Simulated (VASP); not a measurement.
# Ge in VASP: notebook

Runs on Ge. Level: PBE. Tasks: single point, relaxation of cell and atoms.

Program: VASP 6.6.1. These are calculated values, not measurements. Logs are shortened: lines on timing, memory, paths and dates and some standing lists are left out, and cuts for length are marked.

### 1 The cell of the first run

The structure is orthorhombic, space group Cmce (No. 64). The conventional cell has a = 4.880 Å, b = 4.082 Å, c = 7.796 Å, α = 90.00°, β = 90.00°, γ = 90.00°. Ge (site symmetry m) has 12 Ge at 2.81 to 3.18 Å within 3.7 Å.

### 2 Single point, PBE

Contents of INCAR:

```
SYSTEM = Ge
ALGO = Normal ; EDIFF = 1E-6
ENCUT = 520 ; GGA = PE
ISIF = 2 ; ISMEAR = 0
LASPH = .TRUE. ; LCHARG = .TRUE.
LELF = .TRUE. ; LREAL = .FALSE.
LVHAR = .TRUE. ; LWAVE = .FALSE.
NBANDS = 36 ; NELM = 80
PREC = Accurate ; SIGMA = 0.1
```

Contents of KPOINTS:

```
k-points
0
G
  6 6 2
  0 0 0
```

Contents of POSCAR:

```
Ge
1.0
    2.4401834143     -2.0410391956      0.0000000000
    2.4401834143      2.0410391956      0.0000000000
    0.0000000000      0.0000000000      7.7963260530
Ge
4
Direct
    0.7518528360      0.2481471640      0.1246669213
    0.7481471640      0.2518528360      0.6246669213
    0.2481471640      0.7518528360      0.8753330787
    0.2518528360      0.7481471640      0.3753330787
```

Potentials or basis: VASP PAW PBE potentials, release 64 (Ge_d).

The run is started by

```
$ cat potpaw_PBE.64/Ge_d/POTCAR > POTCAR
$ mpirun -np 1 vasp_std > vasp.out
```

OUTCAR:

```text
SYSTEM = Ge
   EDIFF = 1E-6
   ENCUT = 520
   GGA = PE
   ISIF = 2
   ISMEAR = 0
   LASPH = .TRUE.
   LREAL = .FALSE.
   NELM = 80
   PREC = Accurate

 ion  position               nearest neighbor table
   1  0.752  0.248  0.125-   3 2.81   4 2.83   4 2.83   3 2.83
   2  0.748  0.252  0.625-   4 2.81   3 2.83   3 2.83   4 2.83
   3  0.248  0.752  0.875-   1 2.81   2 2.83   2 2.83   1 2.83
   4  0.252  0.748  0.375-   2 2.81   1 2.83   1 2.83   2 2.83

  LATTYP: Found a base centered orthorhombic cell.
 ALAT       =     4.0820783912
 B/A-ratio  =     1.1955593109
 C/A-ratio  =     1.9098913117

  Lattice vectors:

 A1 = (  -2.4401834143,  -2.0410391956,   0.0000000000)
 A2 = (   2.4401834143,  -2.0410391956,   0.0000000000)
 A3 = (   0.0000000000,   0.0000000000,   7.7963260530)

Analysis of symmetry for initial positions (statically):
=====================================================================
 Subroutine PRICEL returns:
 Original cell was already a primitive cell.

 Routine SETGRP: Setting up the symmetry group for a
 base centered orthorhombic supercell.

 Subroutine GETGRP returns: Found  8 space group operations
 (whereof  4 operations were pure point group operations)
 out of a pool of  8 trial point group operations.

The static configuration has the point symmetry C_2h.
 The point group associated with its full space group is D_2h.

Analysis of symmetry for dynamics (positions and initial velocities):
=====================================================================
 Subroutine PRICEL returns:
 Original cell was already a primitive cell.

 Routine SETGRP: Setting up the symmetry group for a
 base centered orthorhombic supercell.

 Subroutine GETGRP returns: Found  8 space group operations
 (whereof  4 operations were pure point group operations)
 out of a pool of  8 trial point group operations.

The dynamic configuration has the point symmetry C_2h.
 The point group associated with its full space group is D_2h.

 Subroutine INISYM returns: Found  8 space group operations
 (whereof  4 operations are pure point group operations),
 and found     1 'primitive' translations

----------------------------------------------------------------------------------------

                                     Primitive cell

[... 90 lines left out ...]
   LSORBIT =      F    spin-orbit coupling
   LASPH  =      T    aspherical Exc in radial PAW
   ENCUT  =  520.0 eV  38.22 Ry    6.18 a.u.   5.92  5.92 14.50*2*pi/ulx,y,z
   NELM   =     80;   NELMIN=  2; NELMDL= -5     # of ELM steps
   EDIFF  = 0.1E-05   stopping-criterion for ELM
   LREAL  =      F    real-space projection
   EDIFFG = 0.1E-04   stopping-criterion for IOM
   NSW    =      0    number of steps for IOM
   IBRION =     -1    ionic relax: 0-MD 1-quasi-New 2-CG
   NFREE  =      0    steps in history (QN), initial steepest desc. (CG)
   ISIF   =      2    stress and relaxation
   ISYM   =      2    0-nonsym 1-usesym 2-fastsym
   POTIM  = 0.5000    time-step for ionic-motion
   TEBEG  =    0.0;   TEEND  =   0.0 temperature during run
   PSTRESS=    0.0 pullay stress
   NELECT =      56.0000    total number of electrons
   NUPDOWN=      -1.0000    fix difference up-down
   EMIN   =  10.00;   EMAX   =-10.00  energy-range for DOS
   EFERMI =   0.00;   METHOD = LEGACY
   ISMEAR =     0;   SIGMA  =   0.10  broadening in eV -4-tet -1-fermi 0-gaus
   EFERMI_NEDOS =   21; number of points for ismear=-14 and -15
   IALGO  =     38    algorithm
   IMIX   =      4    mixing-type and parameters
     AMIX     =   0.40;   BMIX     =  1.00
     AMIX_MAG =   1.60;   BMIX_MAG =  1.00
  volume/ion in A,a.u.               =      19.41       131.02
  Fermi-wavevector in a.u.,A,eV,Ry     =   1.468046  2.774204 29.322707  2.155158
  Thomas-Fermi vector in A             =   2.583591
   LORBIT       =      0    0 simple, 1 ext, 2 COOP (PROOUT), +10 PAW based schemes
   GGA     = PE    functional components
   LHFCALC =     F    Hartree Fock is set to
   AEXX    =    0.0000 exact exchange contribution
   IVDW    =     0    specifies the selected vdW correction
   LEPSILON=     F    determine dielectric tensor
   LRPA    =     F    only Hartree local field effects (RPA)
 non-spin polarized calculation
 Gauss-broadening in eV      SIGMA  =   0.10
  energy-cutoff  :      520.00
  volume of cell :       77.66
 maximum number of plane-waves:      2106
   NGX = 11   NGY = 11   NGZ = 29

 number of electron      56.0000079 magnetization

 Free energy of the ion-electron system (eV)
  ---------------------------------------------------
  ext. energy  EPLUGINS =         0.00000000
  ---------------------------------------------------
  free energy    TOTEN  =       -16.75060867 eV

  energy without entropy =      -16.74164447  energy(sigma->0) =      -16.74612657

 E-fermi :   6.3188     XC(G=0): -11.1478

 val. band max:        6.3136515266   @ k =   0.5000   0.3333   0.5000
 cond. band min:       6.6399574093   @ k =   0.1667   0.0000   0.0000
 fundamental gap:      0.3263058827
 Fermi energy:         6.3188057400

 k-point     1 :       0.0000    0.0000    0.0000
  band No.  band energies     occupation
      1     -18.3038      2.00000
      2     -18.2974      2.00000
      3     -18.2726      2.00000
      4     -18.2706      2.00000
      5     -18.2608      2.00000
      6     -18.2598      2.00000
[... 925 lines left out ...]
     35      11.5401      0.00000
     36      11.5401      0.00000

 [... further k-points ...]

------------------------ aborting loop because EDIFF is reached ----------------------------------------

  FORCE on cell =-STRESS in cart. coord.  units (eV):
  Direction    XX          YY          ZZ          XY          YZ          ZX
  --------------------------------------------------------------------------------------
  -------------------------------------------------------------------------------------
  Total       -0.1491012     -0.0424814     -0.1685325      0.0000000      0.0000000      0.0000000
  in kB       -3.0760824     -0.8764257     -3.4769650      0.0000000      0.0000000      0.0000000
  external PRESSURE =      -2.4764910 kB  Pullay stress =       0.0000000 kB

 VOLUME and BASIS-vectors are now :
 -----------------------------------------------------------------------------
  energy-cutoff  :      520.00
  volume of cell :       77.66
      direct lattice vectors                 reciprocal lattice vectors
     2.440183414 -2.041039196  0.000000000     0.204902630 -0.244973247  0.000000000
     2.440183414  2.041039196  0.000000000     0.204902630  0.244973247  0.000000000
     0.000000000  0.000000000  7.796326053     0.000000000  0.000000000  0.128265544

 POSITION                                       TOTAL-FORCE (eV/Angst)
 -----------------------------------------------------------------------------------
      2.44018     -1.02808      0.97194         0.000000      0.021271      0.020849
      2.44018     -1.01296      4.87011         0.000000     -0.021271      0.020849
      2.44018      1.02808      6.82438         0.000000     -0.021271     -0.020849
      2.44018      1.01296      2.92622         0.000000      0.021271     -0.020849
 -----------------------------------------------------------------------------------
    total drift:                                0.000000     -0.000000     -0.000000

  FREE ENERGIE OF THE ION-ELECTRON SYSTEM (eV)
  ---------------------------------------------------
  free  energy   TOTEN  =       -16.7506086703 eV

  energy  without entropy=      -16.7416444669  energy(sigma->0) =      -16.74612657
```

Wall time 69 s (1 thread of Intel Xeon 8259CL, shared host); peak memory 0.2 GiB.

What came out:

```yaml
Free_energy: -16.7506 eV
Pressure: -0.2 GPa
Largest_force: 0.030 eV/Å
Band_gap_on_the_k_mesh: zero (bands 28 and 29 overlap by 4.92 eV)
```

Forces on the atoms (eV/Å):
```
Ge   0.000  0.021  0.021
Ge   0.000 -0.021  0.021
Ge   0.000 -0.021 -0.021
Ge   0.000  0.021 -0.021
```

Stress tensor (GPa, compression positive):
```
-0.31  0.00  0.00
 0.00 -0.09  0.00
 0.00  0.00 -0.35
```

Caveat: the k points lie up to 0.40 Å⁻¹ apart, too coarse for converged energies and pressures of a metal.

### 3 Relaxation of cell and atoms, PBE

This run uses another cell than the first one: it holds 1 atom, not 4.

Contents of INCAR:

```
  PREC = Accurate
  ENCUT = 600
  EDIFF = 1E-6
  ISMEAR = 0
  SIGMA = 0.1
  LREAL = False
  LASPH = True
  NELM = 60
  ALGO = Normal
  ISIF = 3
  LWAVE = False
  LCHARG = False
  GGA = PE
  IBRION = 2
  NSW = 100
  EDIFFG = -0.01
```

Contents of KPOINTS:

```
Automatic mesh
0
Gamma
  18 18 18
```

Contents of POSCAR:

```
Ge
1.0
    0.0000000000      2.0410391956      2.4401834143
    1.9490815133      0.0000000000      2.4401834143
    1.9490815133      2.0410391956      0.0000000000
Ge
1
Direct
    0.0000000000      0.0000000000      0.0000000000
```

Potentials or basis: VASP PAW PBE potentials, release 64 (Ge_d).

The run is started by

```
$ cat potpaw_PBE.64/Ge_d/POTCAR > POTCAR
$ mpirun -np 1 vasp_std > vasp.out
```

It took 41 min on 1 thread of Intel Xeon 8259CL, shared host; peak memory 0.39 GiB.

Results (log left out):

```yaml
Free_energy: -4.1906 eV
Relaxed_volume: 19.57 Å³/atom
Relaxed_cell: a = 3.121 Å, b = 3.094 Å, c = 2.892 Å, α = 62.75°, β = 61.80°, γ = 55.44°
Space_group_after_relaxing_to_0.1_Å: Fmmm (No. 69)
Energy_gained_by_relaxing: 4.5 meV/atom
Ionic_steps: 18
Pressure_after_relaxing: 0.0 GPa
Band_gap_on_the_k_mesh: zero (bands 7 and 8 overlap by 11.22 eV)
```

Step by step:
```tsv
step	energy change (eV)	largest force (eV/Å)	pressure (GPa)	volume (Å³)
1	0.0000	0.0000	0.30	19.41
2	-0.0015	0.0000	0.04	19.52
3	-0.0023	0.0000	-0.23	19.60
4	-0.0027	0.0000	-0.67	19.76
5	-0.0028	0.0000	-0.43	19.72
6	-0.0028	0.0000	-0.63	19.73
7	-0.0034	0.0000	0.26	19.51
8	-0.0034	0.0000	-0.12	19.53
9	-0.0034	0.0000	0.15	19.52
10	-0.0034	0.0000	0.08	19.52
11	-0.0035	0.0000	0.14	19.53
12	-0.0039	0.0000	0.28	19.57
13	-0.0044	0.0000	-0.22	19.62
14	-0.0044	0.0000	-0.33	19.61
15	-0.0045	0.0000	-0.07	19.59
16	-0.0045	0.0000	-0.11	19.59
17	-0.0045	0.0000	-0.18	19.58
18	-0.0045	0.0000	-0.03	19.57
```

Final structure:
```cif
data_structure
_symmetry_space_group_name_H-M 'P 1'
_symmetry_Int_Tables_number 1
_cell_length_a 3.1214
_cell_length_b 3.0944
_cell_length_c 2.8916
_cell_angle_alpha 62.752
_cell_angle_beta 61.804
_cell_angle_gamma 55.445
_cell_volume 19.57
loop_
_atom_site_label
_atom_site_type_symbol
_atom_site_fract_x
_atom_site_fract_y
_atom_site_fract_z
_atom_site_occupancy
Ge1 Ge 0.00000 0.00000 0.00000 1
```

Levels at points of the mesh, in eV from the Fermi level:
| k point | band 3 | band 4 | band 5 | band 6 | band 7 | band 8 | band 9 | band 10 | band 11 |
| --- | --- | --- | --- | --- | --- | --- | --- | --- | --- |
| (0.00, 0.00, 0.00) | -24.80 | -24.79 | -24.74 | -12.97 | 8.30 | 8.59 | 8.66 | 13.21 | 14.28 |
| (0.50, 0.00, 0.00) | -24.78 | -24.73 | -24.72 | -7.86 | -5.39 | 5.02 | 7.95 | 9.66 | 13.35 |
| (0.50, 0.50, 0.00) | -24.73 | -24.72 | -24.72 | -7.24 | -4.98 | 3.87 | 4.02 | 7.72 | 7.96 |
| (0.50, 0.00, 0.50) | -24.74 | -24.73 | -24.68 | -5.04 | -3.82 | 1.48 | 2.76 | 5.72 | 6.41 |
| (0.00, 0.50, 0.50) | -24.74 | -24.73 | -24.68 | -4.72 | -3.57 | 1.23 | 2.36 | 5.38 | 6.13 |

### 4 Relaxation of cell and atoms, PBE

This run uses another cell than the first one: it holds 2 atoms, not 4.

Contents of INCAR:

```
SYSTEM = Ge
  PREC = Accurate
  ENCUT = 600
  EDIFF = 1E-6
  ISMEAR = 0
  SIGMA = 0.1
  LREAL = .FALSE.
  LASPH = .TRUE.
  NELM = 80
  ALGO = Fast
  ISIF = 3
  LWAVE = .FALSE.
  LCHARG = .FALSE.
  GGA = PE
  IBRION = 2
  NSW = 100
  EDIFFG = -0.01
```

Contents of KPOINTS:

```
regular mesh
0
G
  18 18 18
  0 0 0
```

Contents of POSCAR:

```
Ge
1.0
    0.0000000000      2.6228796974      3.3007756210
    2.4853100457      0.0000000000      3.3007756210
    2.4853100457      2.6228796974      0.0000000000
Ge
2
Direct
    0.1912438356      0.1912438356      0.8087561644
    0.8087561644      0.8087561644      0.1912438356
```

The run is started by

```
$ cat potpaw_PBE.64/Ge_d/POTCAR > POTCAR
$ mpirun -np 1 vasp_std > vasp.out
```

It took 2.3 h on 1 thread of Oxide Virtual Turin-like, shared host; peak memory 0.72 GiB.

The run converged. Its results:

* Free energy: -8.5927 eV
* Relaxed volume: 21.36 Å³/atom
* Relaxed cell: a = 4.160 Å, b = 4.160 Å, c = 3.605 Å, α = 64.32°, β = 64.33°, γ = 51.35°
* Space group after relaxing (to 0.1 Å): I4/mmm (No. 139)
* Energy gained by relaxing: 8.4 meV/atom
* Ionic steps: 10
* Pressure after relaxing: 0.0 GPa
* Largest force after relaxing: 0.004 eV/Å
* Band gap on the k mesh: zero (bands 14 and 15 overlap by 4.02 eV)

Forces on the atoms (eV/Å):
```
Ge   0.000  0.000  0.004
Ge   0.000  0.000 -0.004
```

The path:
| step | energy change (eV) | largest force (eV/Å) | pressure (GPa) | volume (Å³) |
| --- | --- | --- | --- | --- |
| 1 | 0.0000 | 0.0181 | -0.21 | 43.03 |
| 2 | -0.0127 | 0.0376 | -0.17 | 42.85 |
| 3 | -0.0165 | 0.0725 | 0.01 | 42.67 |
| 4 | -0.0167 | 0.0277 | 0.06 | 42.67 |
| 5 | -0.0168 | 0.0146 | 0.04 | 42.67 |
| 6 | -0.0168 | 0.0044 | 0.00 | 42.70 |
| 7 | -0.0168 | 0.0016 | -0.12 | 42.73 |
| 8 | -0.0168 | 0.0060 | -0.06 | 42.72 |
| 9 | -0.0168 | 0.0012 | -0.16 | 42.72 |
| 10 | -0.0168 | 0.0040 | 0.03 | 42.72 |

Final structure:
```
Ge
1.0
     0.00000    2.54859    3.28765
     2.54926    0.00000    3.28765
     2.54926    2.54859    0.00000
Ge
2
Direct
  0.19158 0.19158 0.80842
  0.80842 0.80842 0.19158
```

Levels at points of the mesh, in eV from the Fermi level:
| k point | band 10 | band 11 | band 12 | band 13 | band 14 | band 15 | band 16 | band 17 | band 18 |
| --- | --- | --- | --- | --- | --- | --- | --- | --- | --- |
| (0.00, 0.00, 0.00) | -24.24 | -12.38 | -0.61 | 0.20 | 0.35 | 0.36 | 2.92 | 5.35 | 5.35 |
| (0.50, 0.00, 0.00) | -24.23 | -9.50 | -8.17 | -1.79 | 0.82 | 1.83 | 3.03 | 4.75 | 4.84 |
| (0.50, 0.50, 0.00) | -24.24 | -10.36 | -7.25 | -1.21 | -1.21 | -0.62 | 4.28 | 9.85 | 9.91 |
| (0.50, 0.00, 0.50) | -24.23 | -8.21 | -5.61 | -4.94 | -3.28 | -1.22 | 1.92 | 6.56 | 9.15 |
| (0.00, 0.50, 0.50) | -24.23 | -8.22 | -5.60 | -4.94 | -3.28 | -1.22 | 1.93 | 6.56 | 9.15 |

### 5 The runs side by side

| task | cell | k mesh | cutoff (eV) | gap on the mesh (eV) | pressure (GPa) | relaxed volume (Å³/atom) |
| --- | --- | --- | --- | --- | --- | --- |
| single point | a = 3.181, b = 3.181, c = 7.796 Å, angles 90.0, 90.0, 79.8°, 4 atoms, atomic positions A | 6 × 6 × 2 | 520 | none | -0.2 | - |
| relaxation of cell and atoms | relaxed from a = 3.181, b = 3.123, c = 2.822 Å, angles 64.5, 62.4, 53.2°, 1 atom, atomic positions B | 18 × 18 × 18 | 600 | none | 0.0 | 19.57 |
| relaxation of cell and atoms | relaxed from a = 4.216, b = 4.132, c = 3.613 Å, angles 65.6, 63.2, 51.3°, 2 atoms, atomic positions C | 18 × 18 × 18 | 600 | none | 0.0 | 21.36 |

Alike in all rows: level PBE; potentials or basis VASP PAW PBE potentials, release 64 (Ge_d); no spin polarisation; smearing gaussian 0.1 eV.

Caveats: some runs use coarse meshes.

Total energies depend on the potentials used, so only differences within one code and one set of settings carry meaning.

The gap in the log of VASP goes by the Fermi energy; the results here count the filled bands.